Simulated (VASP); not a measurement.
Write the native input for VASP 6.6.1 that does the following.

```
Task                   : single point
Functional             : PBE
Potentials or basis    : VASP PAW PBE potentials, release 64 (Nb_sv, P)
Cutoff                 : 520 eV
k mesh                 : 11 × 11 × 11
Occupations            : fermi-dirac, width 0.05 eV
Spin                   : no spin polarisation
Dipole correction      : no
Further INCAR settings : ALGO = Normal; EDIFF = 1e-06; NBANDS = 26
```

The structure of NbP lies in POSCAR:

```
NbP
1.0
   -1.7077732268      1.7077732268      5.8526878982
    1.7077732268     -1.7077732268      5.8526878982
    1.7077732268      1.7077732268     -5.8526878982
Nb P
2 2
Direct
    0.2498808000      0.7498808000      0.5000000000
    0.4998808000      0.4998808000      0.0000000000
    0.8327477700      0.3327477700      0.5000000000
    0.0827477700      0.0827477700      0.0000000000
```

These files were run (other wordings do the same):

INCAR

```
PREC = Accurate ; ENCUT = 520
EDIFF = 1E-6 ; ISMEAR = -1
SIGMA = 0.05 ; LREAL = F
LASPH = T ; NELM = 60
ALGO = Normal ; ISIF = 2
LWAVE = F ; LCHARG = F
GGA = PE ; NBANDS = 26
```

KPOINTS

```
regular mesh
0
Gamma
  11 11 11
```

Potentials or basis: VASP PAW PBE potentials, release 64 (Nb_sv, P).

The run is started by

```console
$ cat potpaw_PBE.64/Nb_sv/POTCAR potpaw_PBE.64/P/POTCAR > POTCAR
$ mpirun -np 1 vasp_std > vasp.out
```

It gave:

| Item | Value |
| --- | --- |
| Pressure | -10.9 GPa |
| Largest force | 0.003 eV/Å |
| Band gap on the k mesh | zero (filled and empty bands overlap) |

Caveat: the cell stands under tension.

Wall time 10 min on 1 thread of AMD EPYC 9R14 (Zen 4), with other jobs on the host, peak memory 0.4 GiB.
